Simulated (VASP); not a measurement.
Crystal: GaN.

```
CELL_PARAMETERS angstrom
3.24237 0.00000 0.00000
-1.62118 2.80797 0.00000
0.00000 0.00000 5.26732
ATOMIC_POSITIONS crystal
Ga 0.66667 0.33333 0.50000
Ga 0.33333 0.66667 0.00000
N 0.66667 0.33333 0.87500
N 0.33333 0.66667 0.37500
```

Program: VASP 6.6.1. Alike in all runs: task single point; no spin polarisation; cell as given; k mesh 10 × 10 × 5; cutoff (eV) 520; smearing fermi-dirac 0.05 eV.

Q: Order these runs on this cell by their pressure, lowest first.
A. level LDA; potentials or basis VASP PAW LDA potentials, release 64 (Ga_d, N)
B. level PBE; potentials or basis VASP PAW PBE potentials, release 64 (Ga_d, N)
C. level r2SCAN+rVV10; potentials or basis VASP PAW PBE potentials, release 64 (Ga_d, N)
D. level revPBE; potentials or basis VASP PAW PBE potentials, release 64 (Ga_d, N)
E. level revPBE+D3(BJ); potentials or basis VASP PAW PBE potentials, release 64 (Ga_d, N)

A: A (-12.9 GPa), C (-9.6 GPa), E (-7.0 GPa), B (-3.0 GPa), D (-0.3 GPa).

Caveats: the PAW data sets were made with another functional, which shifts forces and pressure a little (some runs).
